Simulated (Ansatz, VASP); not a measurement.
## SnC2: VASP beside Ansatz

```
Sn C
1.0
    -2.03507    2.03507    3.29801
     2.03507   -2.03507    3.29801
     2.03507    2.03507   -3.29801
Sn C
1 2
Direct
  0.00000 0.00000 0.00000
  0.59627 0.59627 0.00000
  0.40373 0.40373 0.00000
```

Alike in both runs: functional PBE; k mesh 10 × 10 × 10; no spin polarisation.

Ansatz relaxed the structure, and its values are those at the end. VASP's run is a single point on that final structure, the one shown.

|  | VASP | Ansatz |
| --- | --- | --- |
| version | VASP 6.6.1 | Ansatz 0.2.0 |
| potentials or method | VASP PAW PBE potentials, release 64 (Sn_d, C), cutoff 520 eV | scalar-relativistic, plane waves, PAW |
| occupations | gaussian, width 0.01 eV | fixed |
| valence electrons in the cell | 22 | 22 |

|  | VASP | Ansatz | Ansatz less VASP |
| --- | --- | --- | --- |
| gap on the k mesh at the Fermi level (eV) | 0.94 | 0.95 | +0.004 |
| least direct gap on the mesh (eV) | 1.70 | 1.70 | -0.004 |
| pressure (GPa) | 0.1 | 0.0 | -0.10 |
| rms of the force components (eV/Å) | 0.052 | 0.000 | -0.0515 |
